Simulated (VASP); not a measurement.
# Li (P6_3/mmc) in VASP: further runs, part 2 of 2

VASP 6.6.1. Earlier steps stand in the parts before.

## Step 4: Single point, PBE+D3(BJ)

File INCAR:

```
PREC = Accurate
ENCUT = 520
EDIFF = 1E-6
ISMEAR = 0
SIGMA = 0.15
LREAL = F
LASPH = T
NELM = 100
ALGO = Normal
ISIF = 2
LWAVE = F
LCHARG = F
GGA = PE
IVDW = 12
NBANDS = 10
```

File KPOINTS:

```
Automatic mesh
0
Gamma
  24 24 12
```

File POSCAR:

```
Li
1.0
    2.9531606636      0.0000000000      0.0000000000
   -1.4765803318      2.5575121562      0.0000000000
    0.0000000000      0.0000000000      4.8440824030
Li
2
Direct
    0.3333333333      0.6666666667      0.2500000000
    0.6666666667      0.3333333333      0.7500000000
```

Potentials or basis: VASP PAW PBE potentials, release 64 (Li_sv).

The run is started by

```sh
$ cat potpaw_PBE.64/Li_sv/POTCAR > POTCAR
$ mpirun -np 1 vasp_std > vasp.out
```

OUTCAR:

```text
PREC = Accurate
   ENCUT = 520
   EDIFF = 1E-6
   ISMEAR = 0
   LREAL = F
   LASPH = T
   NELM = 100
   ISIF = 2
   GGA = PE
   IVDW = 12
 IVDW          = 12

 ion  position               nearest neighbor table
   1  0.333  0.667  0.250-
   2  0.667  0.333  0.750-

  LATTYP: Found a hexagonal cell.
 ALAT       =     2.9531606636
 C/A-ratio  =     1.6403043907

  Lattice vectors:

 A1 = (   2.9531606636,   0.0000000000,   0.0000000000)
 A2 = (  -1.4765803318,   2.5575121562,   0.0000000000)
 A3 = (   0.0000000000,   0.0000000000,   4.8440824030)

Analysis of symmetry for initial positions (statically):
=====================================================================
 Subroutine PRICEL returns:
 Original cell was already a primitive cell.

 Routine SETGRP: Setting up the symmetry group for a
 hexagonal supercell.

 Subroutine GETGRP returns: Found 24 space group operations
 (whereof 12 operations were pure point group operations)
 out of a pool of 24 trial point group operations.

The static configuration has the point symmetry D_3d.
 The point group associated with its full space group is D_6h.

Analysis of symmetry for dynamics (positions and initial velocities):
=====================================================================
 Subroutine PRICEL returns:
 Original cell was already a primitive cell.

 Routine SETGRP: Setting up the symmetry group for a
 hexagonal supercell.

 Subroutine GETGRP returns: Found 24 space group operations
 (whereof 12 operations were pure point group operations)
 out of a pool of 24 trial point group operations.

The dynamic configuration has the point symmetry D_3d.
 The point group associated with its full space group is D_6h.

 Subroutine INISYM returns: Found 24 space group operations
 (whereof 12 operations are pure point group operations),
 and found     1 'primitive' translations

----------------------------------------------------------------------------------------

                                     Primitive cell

  volume of cell :      36.5861

  direct lattice vectors                    reciprocal lattice vectors
     2.953160664  0.000000000  0.000000000     0.338620249  0.195502492  0.000000000
    -1.476580332  2.557512156  0.000000000     0.000000000  0.391004984  0.000000000
     0.000000000  0.000000000  4.844082403     0.000000000  0.000000000  0.206437446

  length of vectors
     2.953160664  2.953160664  4.844082403     0.391004984  0.391004984  0.206437446

  position of ions in fractional coordinates (direct lattice)
     0.333333333  0.666666667  0.250000000
     0.666666667  0.333333333  0.750000000

  ion indices of the primitive-cell ions
   primitive index   ion index
                 1           1
                 2           2

----------------------------------------------------------------------------------------

 KPOINTS: Automatic mesh

Automatic generation of k-mesh.
 Grid dimensions read from file:
 generate k-points for:   24   24   12

 Generating k-lattice:

  Cartesian coordinates                     Fractional coordinates (reciprocal lattice)
     0.014109177  0.008145937  0.000000000     0.041666667  0.000000000  0.000000000
     0.000000000  0.016291874  0.000000000     0.000000000  0.041666667  0.000000000
     0.000000000  0.000000000  0.017203121     0.000000000  0.000000000  0.083333333

  Length of vectors
     0.016291874  0.016291874  0.017203121

  Shift w.r.t. Gamma in fractional coordinates (k-lattice)
     0.000000000  0.000000000  0.000000000

 Subroutine IBZKPT returns following result:
 ===========================================

 Found    427 irreducible k-points:

 Following reciprocal coordinates:
            Coordinates               Weight
  0.000000  0.000000  0.000000      1.000000
  0.041667  0.000000  0.000000      6.000000
  0.083333  0.000000  0.000000      6.000000
  0.125000  0.000000  0.000000      6.000000
  0.166667  0.000000  0.000000      6.000000
  0.208333  0.000000  0.000000      6.000000
[... 16 lines left out ...]
  0.416667  0.041667  0.000000     12.000000
  0.458333  0.041667  0.000000     12.000000
 [... further k-points ...]
   k-points           NKPTS =    427   k-points in BZ     NKDIM =    427   number of bands    NBANDS=     10
   number of dos      NEDOS =    301   number of ions     NIONS =      2
   total plane-waves  NPLWV =  20736
   dimension x,y,z NGX =    24 NGY =   24 NGZ =   36
   dimension x,y,z NGXF=    48 NGYF=   48 NGZF=   72
   ions per type =               2
   NGX,Y,Z   is equivalent  to a cutoff of  13.51, 13.51, 12.35 a.u.
   NGXF,Y,Z  is equivalent  to a cutoff of  27.02, 27.02, 24.71 a.u.
 SYSTEM =  unknown system
   PREC   = accura    normal or accurate (medium, high low for compatibility)
   ISTART =      0    job   : 0-new  1-cont  2-samecut
   ICHARG =      2    charge: 1-file 2-atom 10-const
   ISPIN  =      1    spin polarized calculation?
   LNONCOLLINEAR =      F non collinear calculations
   LSORBIT =      F    spin-orbit coupling
   LASPH  =      T    aspherical Exc in radial PAW
   ENCUT  =  520.0 eV  38.22 Ry    6.18 a.u.   5.49  5.49  9.01*2*pi/ulx,y,z
   NELM   =    100;   NELMIN=  2; NELMDL= -5     # of ELM steps
   EDIFF  = 0.1E-05   stopping-criterion for ELM
   LREAL  =      F    real-space projection
   EDIFFG = 0.1E-04   stopping-criterion for IOM
   NSW    =      0    number of steps for IOM
   IBRION =     -1    ionic relax: 0-MD 1-quasi-New 2-CG
   NFREE  =      0    steps in history (QN), initial steepest desc. (CG)
   ISIF   =      2    stress and relaxation
   ISYM   =      2    0-nonsym 1-usesym 2-fastsym
   POTIM  = 0.5000    time-step for ionic-motion
   TEBEG  =    0.0;   TEEND  =   0.0 temperature during run
   PSTRESS=    0.0 pullay stress
   NELECT =       6.0000    total number of electrons
   NUPDOWN=      -1.0000    fix difference up-down
   EMIN   =  10.00;   EMAX   =-10.00  energy-range for DOS
   EFERMI =   0.00;   METHOD = LEGACY
   ISMEAR =     0;   SIGMA  =   0.15  broadening in eV -4-tet -1-fermi 0-gaus
   EFERMI_NEDOS =   21; number of points for ismear=-14 and -15
   IALGO  =     38    algorithm
   IMIX   =      4    mixing-type and parameters
     AMIX     =   0.40;   BMIX     =  1.00
     AMIX_MAG =   1.60;   BMIX_MAG =  1.00
  volume/ion in A,a.u.               =      18.29       123.45
  Fermi-wavevector in a.u.,A,eV,Ry     =   0.896093  1.693370 10.925246  0.802983
  Thomas-Fermi vector in A             =   2.018508
   LORBIT       =      0    0 simple, 1 ext, 2 COOP (PROOUT), +10 PAW based schemes
   GGA     = PE    functional components
   LHFCALC =     F    Hartree Fock is set to
   AEXX    =    0.0000 exact exchange contribution
   IVDW    =    12    specifies the selected vdW correction
   LEPSILON=     F    determine dielectric tensor
   LRPA    =     F    only Hartree local field effects (RPA)
 non-spin polarized calculation
 Gauss-broadening in eV      SIGMA  =   0.15
  energy-cutoff  :      520.00
  volume of cell :       36.59
 maximum number of plane-waves:      1014
 NGX is ok and might be reduce to    24
   NGX = 11   NGY = 11   NGZ = 19

 number of electron       6.0000007 magnetization

 Free energy of the ion-electron system (eV)
  ---------------------------------------------------
  ext. energy  EPLUGINS =         0.00000000
  ---------------------------------------------------
  free energy    TOTEN  =        -3.79797354 eV

  energy without entropy =       -3.78701905  energy(sigma->0) =       -3.79249629

 E-fermi :   0.9238     XC(G=0):  -7.2988

 val. band max:        0.9220561626   @ k =   0.3333   0.2083   0.0000
 cond. band min:       0.9241410798   @ k =   0.3333   0.1667   0.3333
 fundamental gap:      0.0020849172
 Fermi energy:         0.9238231444

 k-point     1 :       0.0000    0.0000    0.0000
  band No.  band energies     occupation
      1     -45.4346      2.00000
      2     -45.4078      2.00000
      3      -2.7648      2.00000
      4       0.8362      1.59104
      5       4.1656      0.00000
      6      14.3590      0.00000
      7      14.3590      0.00000
      8      15.8388      0.00000
      9      15.8388      0.00000
     10      16.4043      0.00000
[... 287 lines left out ...]
 k-point    24 :       0.4583    0.0417    0.0000
  band No.  band energies     occupation
      1     -45.4073      2.00000
      2     -45.3987      2.00000
      3       0.7656      1.86421
      4       2.2024      0.00000
      5       5.7855      0.00000
      6       7.3035      0.00000
      7       7.6522      0.00000
      8       8.8610      0.00000
      9      10.5204      0.00000
     10      14.4200      0.00000

 [... further k-points ...]

------------------------ aborting loop because EDIFF is reached ----------------------------------------

 Edisp (eV)   -0.37474

 E8    (eV) :    -0.1558

  FORCE on cell =-STRESS in cart. coord.  units (eV):
  Direction    XX          YY          ZZ          XY          YZ          ZX
  --------------------------------------------------------------------------------------
  -------------------------------------------------------------------------------------
  Total      -0.02288    -0.02288    -0.02207     0.00000     0.00000     0.00000
  in kB      -1.00213    -1.00213    -0.96657     0.00000     0.00000     0.00000
  external pressure =       -0.99 kB  Pullay stress =        0.00 kB

 VOLUME and BASIS-vectors are now :
 -----------------------------------------------------------------------------
  energy-cutoff  :      520.00
  volume of cell :       36.59
      direct lattice vectors                 reciprocal lattice vectors
     2.953160664  0.000000000  0.000000000     0.338620249  0.195502492  0.000000000
    -1.476580332  2.557512156  0.000000000     0.000000000  0.391004984  0.000000000
     0.000000000  0.000000000  4.844082403     0.000000000  0.000000000  0.206437446

 POSITION                                       TOTAL-FORCE (eV/Angst)
 -----------------------------------------------------------------------------------
     -0.00000      1.70501      1.21102        -0.000000      0.000000      0.000000
      1.47658      0.85250      3.63306         0.000000      0.000000      0.000000
 -----------------------------------------------------------------------------------
    total drift:                               -0.000000      0.000000      0.000000

  FREE ENERGIE OF THE ION-ELECTRON SYSTEM (eV)
  ---------------------------------------------------
  free  energy   TOTEN  =        -4.1727157170 eV

  energy  without entropy=       -4.1617612249  energy(sigma->0) =       -4.16723847
```

Run time: 50 s. Hardware: 1 thread of AMD EPYC 9R45 (Zen 5), shared host; peak memory 0.22 GiB.

Results:

- Free energy: -4.1727 eV
- Band gap on the k mesh: zero (band 3 reaches 3.23 eV, above the bottom of band 4 at -1.62 eV)
- Dispersion energy per atom: -0.187 eV

Caveat: the cutoff is under 1.25 times the usual one of these potentials, so pressure, stress and relaxed cells hold a basis-set (Pulay) error; pairwise dispersion overbinds metals, which lowers pressure and volume.

## Step 5: Single point, PBE+D3(BJ)

File INCAR:

```
SYSTEM = Li
PREC = Accurate
ENCUT = 520
EDIFF = 1E-6
ISMEAR = 0
SIGMA = 0.1
LREAL = .False.
LASPH = .True.
NELM = 100
ALGO = Normal
ISIF = 2
LWAVE = .False.
LCHARG = .False.
GGA = PE
IVDW = 12
NBANDS = 10
```

File KPOINTS:

```
regular mesh
0
Gamma
  18 18 10
  0 0 0
```

POSCAR is that of step 4.

Potentials or basis: VASP PAW PBE potentials, release 64 (Li_sv).

The run is started by

```sh
$ cat potpaw_PBE.64/Li_sv/POTCAR > POTCAR
$ mpirun -np 1 vasp_std > vasp.out
```

OUTCAR:

```text
SYSTEM = Li
   PREC = Accurate
   ENCUT = 520
   EDIFF = 1E-6
   ISMEAR = 0
   LREAL = .False.
   LASPH = .True.
   NELM = 100
   ISIF = 2
   GGA = PE
   IVDW = 12
 IVDW          = 12

 ion  position               nearest neighbor table
   1  0.333  0.667  0.250-
   2  0.667  0.333  0.750-

  LATTYP: Found a hexagonal cell.
 ALAT       =     2.9531606636
 C/A-ratio  =     1.6403043907

  Lattice vectors:

 A1 = (   2.9531606636,   0.0000000000,   0.0000000000)
 A2 = (  -1.4765803318,   2.5575121562,   0.0000000000)
[... 501 lines left out ...]

 Edisp (eV)   -0.37474

 E8    (eV) :    -0.1558

  FORCE on cell =-STRESS in cart. coord.  units (eV):
  Direction    XX          YY          ZZ          XY          YZ          ZX
  --------------------------------------------------------------------------------------
  -------------------------------------------------------------------------------------
  Total      -0.02780    -0.02780    -0.01586     0.00000     0.00000     0.00000
  in kB      -1.21752    -1.21752    -0.69457     0.00000     0.00000     0.00000
  external pressure =       -1.04 kB  Pullay stress =        0.00 kB

 VOLUME and BASIS-vectors are now :
 -----------------------------------------------------------------------------
  energy-cutoff  :      520.00
  volume of cell :       36.59
      direct lattice vectors                 reciprocal lattice vectors
     2.953160664  0.000000000  0.000000000     0.338620249  0.195502492  0.000000000
    -1.476580332  2.557512156  0.000000000     0.000000000  0.391004984  0.000000000
     0.000000000  0.000000000  4.844082403     0.000000000  0.000000000  0.206437446

 POSITION                                       TOTAL-FORCE (eV/Angst)
 -----------------------------------------------------------------------------------
     -0.00000      1.70501      1.21102        -0.000000      0.000000      0.000000
      1.47658      0.85250      3.63306         0.000000     -0.000000      0.000000
 -----------------------------------------------------------------------------------
    total drift:                               -0.000000      0.000000      0.000000

  FREE ENERGIE OF THE ION-ELECTRON SYSTEM (eV)
  ---------------------------------------------------
  free  energy   TOTEN  =        -4.1704477117 eV

  energy  without entropy=       -4.1661415656  energy(sigma->0) =       -4.16829464
```

stdout:

```text
POSCAR found type information on POSCAR Li
 POSCAR found :  1 types and       2 ions
 scaLAPACK will be used
 LDA part: xc-table for (Slater+PW92), standard interpolation
 POSCAR, INCAR and KPOINTS ok, starting setup
 FFT: planning ... GRIDC
 FFT: planning ... GRID_SOFT
 FFT: planning ... GRID
 WAVECAR not read
 entering main loop
```

Run time: 28 s. Hardware: 1 thread of AMD EPYC 9R45 (Zen 5), shared host; peak memory 0.16 GiB.

What came out:

| Property | Result |
| --- | --- |
| Free energy | -4.1704 eV |
| Band gap on the k mesh | zero (band 3 reaches 3.23 eV, above the bottom of band 4 at -1.62 eV) |
| Dispersion energy per atom | -0.187 eV |

Caveat: the cutoff is under 1.25 times the usual one of these potentials, so pressure, stress and relaxed cells hold a basis-set (Pulay) error; pairwise dispersion overbinds metals, which lowers pressure and volume.

## Step 6: Relaxation of cell and atoms, PBE+D3(BJ)

File INCAR:

```
SYSTEM = Li
PREC = Accurate
ENCUT = 600
EDIFF = 1E-6
ISMEAR = 0
SIGMA = 0.1
LREAL = .FALSE.
LASPH = .TRUE.
NELM = 100
ALGO = Normal
ISIF = 3
LWAVE = .FALSE.
LCHARG = .FALSE.
GGA = PE
IVDW = 12
IBRION = 2
NSW = 100
EDIFFG = -0.005
```

File KPOINTS:

```
regular mesh
0
G
  18 18 10
  0 0 0
```

POSCAR is that of step 5.

Potentials or basis: VASP PAW PBE potentials, release 64 (Li_sv).

The run is started by

```sh
$ cat potpaw_PBE.64/Li_sv/POTCAR > POTCAR
$ mpirun -np 1 vasp_std > vasp.out
```

It took 50 s on 1 thread of AMD EPYC 9R45 (Zen 5), shared host; peak memory 0.17 GiB.

Results (log left out):

| Quantity | Value |
| --- | --- |
| Free energy | -4.1702 eV |
| Relaxed volume | 18.12 Å³/atom |
| Relaxed cell | a = 2.943 Å, b = 2.943 Å, c = 4.832 Å, α = 90.00°, β = 90.00°, γ = 120.00° |
| Space group after relaxing (to 0.05 Å) | P6_3/mmc (No. 194) |
| Energy gained by relaxing | 0.1 meV/atom |
| Ionic steps | 3 |
| Pressure after relaxing | 0.0 GPa |
| Band gap on the k mesh | zero (band 3 reaches 3.28 eV, above the bottom of band 4 at -1.60 eV) |
| Dispersion energy per atom | -0.189 eV |

The path:
| step | energy change (eV) | largest force (eV/Å) | pressure (GPa) | volume (Å³) |
| --- | --- | --- | --- | --- |
| 1 | 0.0000 | 0.0000 | -0.15 | 36.59 |
| 2 | -0.0001 | 0.0000 | -0.11 | 36.50 |
| 3 | -0.0002 | 0.0000 | 0.00 | 36.23 |

Final structure:
```
CELL_PARAMETERS angstrom
2.94251 0.00000 0.00000
-1.47125 2.54829 0.00000
0.00000 0.00000 4.83206
ATOMIC_POSITIONS crystal
Li 0.33333 0.66667 0.25000
Li 0.66667 0.33333 0.75000
```

Levels at points of the mesh, in eV from the Fermi level:
```
           k point  band 1  band 2  band 3  band 4  band 5  band 6  band 7
(0.00, 0.00, 0.00)  -46.33  -46.31   -3.70   -0.09    3.27   13.54   13.54
(0.50, 0.00, 0.00)  -46.31  -46.30   -0.10    1.19    5.02    6.22    6.81
(0.00, 0.00, 0.50)  -46.32  -46.32   -2.55   -2.55    8.55    8.55   14.53
(0.50, 0.00, 0.50)  -46.30  -46.30    0.70    0.70    3.89    3.89   10.64
```

Caveat: the cutoff is under 1.25 times the usual one of these potentials, so pressure, stress and relaxed cells hold a basis-set (Pulay) error; pairwise dispersion overbinds metals, which lowers pressure and volume.

## Step 7: The runs side by side

| task | cell | k mesh | cutoff (eV) | smearing | gap on the mesh (eV) | pressure (GPa) | relaxed volume (Å³/atom) |
| --- | --- | --- | --- | --- | --- | --- | --- |
| single point | a = 2.953, b = 2.953, c = 4.844 Å, angles 90.0, 90.0, 120.0°, 2 atoms | 15 × 15 × 8 | 520 | gaussian 0.1 eV | none | - | - |
| relaxation of cell and atoms | relaxed from a = 3.111, b = 3.111, c = 5.093 Å, angles 90.0, 90.0, 120.0°, 2 atoms | 15 × 15 × 8 | 600 | gaussian 0.1 eV | none | 0.0 | 18.02 |
| single point | a = 2.953, b = 2.953, c = 4.844 Å, angles 90.0, 90.0, 120.0°, 2 atoms | 24 × 24 × 12 | 520 | gaussian 0.15 eV | none | - | - |
| single point | a = 2.953, b = 2.953, c = 4.844 Å, angles 90.0, 90.0, 120.0°, 2 atoms | 18 × 18 × 10 | 520 | gaussian 0.1 eV | none | - | - |
| relaxation of cell and atoms | relaxed from a = 2.953, b = 2.953, c = 4.844 Å, angles 90.0, 90.0, 120.0°, 2 atoms | 18 × 18 × 10 | 600 | gaussian 0.1 eV | none | 0.0 | 18.12 |

Alike in all rows: level PBE+D3(BJ); potentials or basis VASP PAW PBE potentials, release 64 (Li_sv); no spin polarisation.

Every run on the cell as given and a fine mesh finds a metal.

Caveats: the cutoff is under 1.25 times the usual one of these potentials, so pressure, stress and relaxed cells hold a basis-set (Pulay) error; pairwise dispersion overbinds metals, which lowers pressure and volume; the volume moved by over 15 % at a fixed basis, so the end points are rough (some runs); the volume moved by -16 % from the deposited cell, more than functionals usually miss (some runs).

Total energies depend on the potentials used, so only differences within one code and one set of settings carry meaning.
